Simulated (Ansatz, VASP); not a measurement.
Two plane-wave programs on HPbNO4

```
H Pb N O
1.0
     6.85877    0.00000    0.00000
     0.00000    4.22865    0.00000
    -3.39101    0.00000    7.27459
H Pb N O
2 2 2 8
Direct
  0.22549 0.75000 0.50730
  0.77451 0.25000 0.49270
  0.30229 0.25000 0.28494
  0.69771 0.75000 0.71506
  0.21484 0.75000 0.83567
  0.78516 0.25000 0.16433
  0.33078 0.75000 0.45338
  0.40909 0.75000 0.86901
  0.15508 0.75000 0.96537
  0.07083 0.75000 0.66955
  0.66922 0.25000 0.54661
  0.59091 0.25000 0.13099
  0.84492 0.25000 0.03463
  0.92917 0.25000 0.33045
```

Alike in both runs: task single point; functional PBE; k mesh 5 × 6 × 4; occupations fermi-dirac, width 0.05 eV; no spin polarisation.

```csv
,VASP,Ansatz
version,VASP 6.6.1,Ansatz 0.2.0
potentials or method,"VASP PAW PBE potentials, release 64 (H, Pb_d, N, O)",Ansatz PAW
plane-wave cutoff (eV),520,420
valence electrons in the cell,88,88
```

VASP gave:

```
gap on the k mesh at the Fermi level (eV)                     : 3.06
least direct gap on the mesh (eV)                             : 3.27
pressure (GPa)                                                : 0.6
traceless stress, the component that is largest in VASP (GPa) : -0.74
rms of the force components (eV/Å)                            : 0.151
```

Problem. What did Ansatz give for the same quantities?

Solution. gap on the k mesh at the Fermi level (eV): 3.08; least direct gap on the mesh (eV): 3.29; pressure (GPa): 0.0; traceless stress, the component that is largest in VASP (GPa): 0.04; rms of the force components (eV/Å): 0.002.

Atom by atom the forces differ by 0.151 eV/Å (rms over components). One of these differences is far larger than is usual between the two programs; its cause wasn't traced. With one functional, cell and mesh, what is left measures potentials, basis and numerics.

Neither program's run includes spin-orbit coupling. Noted on VASP's run: the standard files for N, O and F lose accuracy on very short bonds. Noted on Ansatz's run: odd divisions of the mesh miss points on the zone boundary, where band edges often lie, so the gap on the mesh can be too wide.
